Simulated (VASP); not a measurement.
# As in VASP: further runs, part 2 of 2

VASP 6.6.1. Earlier steps stand in the parts before.

## Step 4: Single point, LDA

INCAR

```
SYSTEM = As
ALGO = Normal
DIPOL = 0.5 0.5 0.500
EDIFF = 1E-7
ENCUT = 520
GGA = CA
IDIPOL = 3
ISIF = 2
ISMEAR = 0
LASPH = .True.
LCHARG = .False.
LDIPOL = .True.
LREAL = .False.
LWAVE = .False.
NBANDS = 12
NELM = 60
PREC = Accurate
SIGMA = 0.02
```

KPOINTS

```
k-points
0
Gamma
  9 9 1
  0 0 0
```

POSCAR

```
As
1.0
    3.2940000000      0.0000000000      0.0000000000
   -1.6470000000      2.8526876801      0.0000000000
    0.0000000000      0.0000000000     28.0000000000
As
2
Direct
    0.3333333333      0.6666666667      0.5264285714
    0.6666666667      0.3333333333      0.4735714286
```

Potentials or basis: VASP PAW LDA potentials, release 64 (As).

Launch:

```
> cat potpaw_LDA.64/As/POTCAR > POTCAR
> mpirun -np 1 vasp_std > vasp.out
```

OUTCAR:

```text
SYSTEM = As
   EDIFF = 1E-7
   ENCUT = 520
   GGA = CA
   ISIF = 2
   ISMEAR = 0
   LASPH = .True.
   LREAL = .False.
   NELM = 60
   PREC = Accurate

 ion  position               nearest neighbor table
   1  0.333  0.667  0.526-   2 2.41   2 2.41   2 2.41
   2  0.667  0.333  0.474-   1 2.41   1 2.41   1 2.41

  LATTYP: Found a hexagonal cell.
 ALAT       =     3.2940000000
 C/A-ratio  =     8.5003035823

  Lattice vectors:

 A1 = (   3.2940000000,   0.0000000000,   0.0000000000)
 A2 = (  -1.6470000000,   2.8526876801,   0.0000000000)
 A3 = (   0.0000000000,   0.0000000000,  28.0000000000)

Analysis of symmetry for initial positions (statically):
=====================================================================
 Subroutine PRICEL returns:
 Original cell was already a primitive cell.

 Routine SETGRP: Setting up the symmetry group for a
 hexagonal supercell.

 Subroutine GETGRP returns: Found 12 space group operations
 (whereof 12 operations were pure point group operations)
 out of a pool of 24 trial point group operations.

The static configuration has the point symmetry D_3d.

Analysis of symmetry for dynamics (positions and initial velocities):
=====================================================================
 Subroutine PRICEL returns:
 Original cell was already a primitive cell.

 Routine SETGRP: Setting up the symmetry group for a
 hexagonal supercell.

 Subroutine GETGRP returns: Found 12 space group operations
 (whereof 12 operations were pure point group operations)
 out of a pool of 24 trial point group operations.

The dynamic configuration has the point symmetry D_3d.

 Subroutine INISYM returns: Found 12 space group operations
 (whereof 12 operations are pure point group operations),
 and found     1 'primitive' translations

----------------------------------------------------------------------------------------

                                     Primitive cell

  volume of cell :     263.1091

[... 112 lines left out ...]

 dipolmoment           0.000000      0.000000      0.000000 electrons x Angstroem

 number of electron      10.0000002 magnetization

 dipolmoment           0.000000      0.000000     -0.000000 electrons x Angstroem

 Free energy of the ion-electron system (eV)
  ---------------------------------------------------
  ext. energy  EPLUGINS =         0.00000000
  ---------------------------------------------------
  free energy    TOTEN  =       -10.23104815 eV

  energy without entropy =      -10.23065542  energy(sigma->0) =      -10.23085179

 E-fermi :  -2.5905     XC(G=0):  -2.0720

 val. band max:       -2.6023554088   @ k =   0.0000   0.0000   0.0000
 cond. band min:      -2.5786965422   @ k =   0.3333   0.3333   0.0000
 fundamental gap:      0.0236588666
 Fermi energy:        -2.5905260448

 k-point     1 :       0.0000    0.0000    0.0000
  band No.  band energies     occupation
      1     -18.4623      2.00000
      2     -11.7984      2.00000
      3      -5.3635      2.00000
      4      -2.6024      1.59712
      5      -2.6024      1.59711
      6      -0.2862      0.00000
      7       0.8064      0.00000
      8       0.8064      0.00000
      9       1.2851      0.00000
     10       1.3267      0.00000
     11       1.7321      0.00000
     12       1.9930      0.00000
[... 151 lines left out ...]
 k-point    12 :       0.3333    0.3333    0.0000
  band No.  band energies     occupation
      1     -13.8138      2.00000
      2     -13.8138      2.00000
      3      -8.8118      2.00000
      4      -6.1435      2.00000
      5      -6.1435      2.00000
      6      -2.5787      0.40289
      7       0.7191      0.00000
      8       0.7191      0.00000
      9       4.3020      0.00000
     10       6.2830      0.00000
     11       6.2830      0.00000
     12       6.7480      0.00000

------------------------ aborting loop because EDIFF is reached ----------------------------------------

 vacuum level on the upper side and lower side of the slab       (xc-potential included)        -0.007        -0.007

  FORCE on cell =-STRESS in cart. coord.  units (eV):
  Direction    XX          YY          ZZ          XY          YZ          ZX
  --------------------------------------------------------------------------------------
  -------------------------------------------------------------------------------------
  Total        3.2710729      3.2710729     -0.4452064      0.0000000      0.0000000     -0.0000000
  in kB       19.9188818     19.9188818     -2.7110411      0.0000000      0.0000000     -0.0000000
  external PRESSURE =      12.3755742 kB  Pullay stress =       0.0000000 kB

 VOLUME and BASIS-vectors are now :
 -----------------------------------------------------------------------------
  energy-cutoff  :      520.00
  volume of cell :      263.11
      direct lattice vectors                 reciprocal lattice vectors
     3.294000000  0.000000000  0.000000000     0.303582271  0.175273306  0.000000000
    -1.647000000  2.852687680  0.000000000     0.000000000  0.350546612  0.000000000
     0.000000000  0.000000000 28.000000000     0.000000000  0.000000000  0.035714286

 POSITION                                       TOTAL-FORCE (eV/Angst)
 -----------------------------------------------------------------------------------
     -0.00000      1.90179     14.74000        -0.000000      0.000000     -0.300147
      1.64700      0.95090     13.26000         0.000000     -0.000000      0.300147
 -----------------------------------------------------------------------------------
    total drift:                                0.000000     -0.000000      0.000000

  FREE ENERGIE OF THE ION-ELECTRON SYSTEM (eV)
  ---------------------------------------------------
  free  energy   TOTEN  =       -10.2310481538 eV

  energy  without entropy=      -10.2306554227  energy(sigma->0) =      -10.23085179

 vacuum level on the upper side and lower side of the slab         1.593         1.593
```

OSZICAR:

```text
N       E                     dE             d eps       ncg     rms          rms(c)
DAV:   1     0.673219935513E+02    0.67322E+02   -0.29312E+03   288   0.546E+02
DAV:   2    -0.345371134486E+01   -0.70776E+02   -0.58905E+02   444   0.928E+01
DAV:   3    -0.102606984054E+02   -0.68070E+01   -0.67838E+01   400   0.389E+01
[... 14 lines left out ...]
DAV:  18    -0.102310434765E+02   -0.10667E-04   -0.50903E-07   332   0.219E-03    0.102E-03
DAV:  19    -0.102310466448E+02   -0.31682E-05   -0.21669E-07   384   0.199E-03    0.275E-04
DAV:  20    -0.102310474916E+02   -0.84680E-06   -0.16265E-08   372   0.541E-04    0.142E-04
DAV:  21    -0.102310481099E+02   -0.61829E-06   -0.11463E-08   364   0.381E-04    0.283E-04
DAV:  22    -0.102310481538E+02   -0.43915E-07   -0.18539E-09   352   0.217E-04
   1 F= -.10231048E+02 E0= -.10230852E+02  d E =-.392731E-03
```

Wall time 46 s (1 thread of Intel Xeon Platinum 8488C (Sapphire Rapids), shared host); peak memory 0.27 GiB.

Results:

```
Free energy            : -10.2310 eV
Largest force          : 0.300 eV/Å
Band gap on the k mesh : 0.02 eV, indirect (least direct gap 2.32 eV)
```

Forces on the atoms (eV/Å):
```
As   0.000  0.000 -0.300
As   0.000  0.000  0.300
```

## Step 5: Single point, LDA

INCAR

```
SYSTEM = As
PREC = Accurate
ENCUT = 520
EDIFF = 1E-6
ISMEAR = 0
SIGMA = 0.02
LREAL = .False.
LASPH = .True.
NELM = 100
ALGO = Normal
ISIF = 2
LWAVE = .False.
LCHARG = .True.
LDIPOL = .True.
IDIPOL = 3
DIPOL = 0.5 0.5 0.500
GGA = CA
LELF = .True.
LVHAR = .True.
LVACPOTAV = .True.
NBANDS = 12
```

KPOINTS

```
Automatic mesh
0
Gamma
  9 9 1
  0 0 0
```

POSCAR

```
As
1.0
    3.2940000000      0.0000000000      0.0000000000
   -1.6470000000      2.8526876801      0.0000000000
    0.0000000000      0.0000000000     28.0000000000
As
2
Direct
    0.3333333333      0.6666666667      0.5370000000
    0.6666666667      0.3333333333      0.4630000000
```

Launch:

```
> cat potpaw_LDA.64/As/POTCAR > POTCAR
> mpirun -np 1 vasp_std > vasp.out
```

Run time: 38 s. Hardware: 1 thread of Intel Xeon Platinum 8488C (Sapphire Rapids), shared host; peak memory 0.26 GiB.

The run converged. Its results:

- Free energy: -9.1217 eV
- Largest force: 1.591 eV/Å
- Band gap on the k mesh: zero (band 5 reaches -0.91 eV, above the bottom of band 6 at -3.90 eV)

Forces in eV/Å, atoms in the order of the input:
```
As   0.000  0.000 -1.591
As   0.000  0.000  1.591
```

Levels at points of the mesh, in eV from the Fermi level:
| k point | band 2 | band 3 | band 4 | band 5 | band 6 | band 7 | band 8 | band 9 |
| --- | --- | --- | --- | --- | --- | --- | --- | --- |
| (0.00, 0.00, 0.00) | -10.17 | -3.33 | 1.48 | 2.13 | 2.13 | 3.77 | 3.77 | 4.22 |
